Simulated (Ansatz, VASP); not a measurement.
**Two plane-wave programs on Al**

```
Al
1.0
     2.78053    0.00000    0.00000
    -1.39027    2.40801    0.00000
     0.00000    0.00000    8.76702
Al
4
Cartesian
  0.0000 0.0000 0.0000
  0.0000 1.6053 2.1918
  0.0000 0.0000 4.3835
  1.3903 0.8027 6.5753
```

Alike in both runs: task single point; functional PBEsol; dispersion D3(BJ); k mesh 18 × 18 × 6; occupations gaussian, width 0.15 eV; no spin polarisation.

```csv
,VASP,Ansatz
version,VASP 6.6.1,Ansatz 0.2.0
potentials or method,"VASP PAW PBE potentials, release 64 (Al), cutoff 520 eV","scalar-relativistic, plane waves, PAW"
valence electrons in the cell,12,12
```

|  | VASP | Ansatz | Ansatz less VASP |
| --- | --- | --- | --- |
| gap on the k mesh at the Fermi level (eV) | none | none | - |
| pressure (GPa) | 6.6 | 6.5 | -0.14 |
| traceless stress, the component that is largest in VASP (GPa) | 3.36 | 3.34 | -0.022 |

VASP's potentials were made for PBE, not for PBEsol, and Ansatz warns of the same on its side. A gap of «none» marks a metal or a gap that the smearing closes.
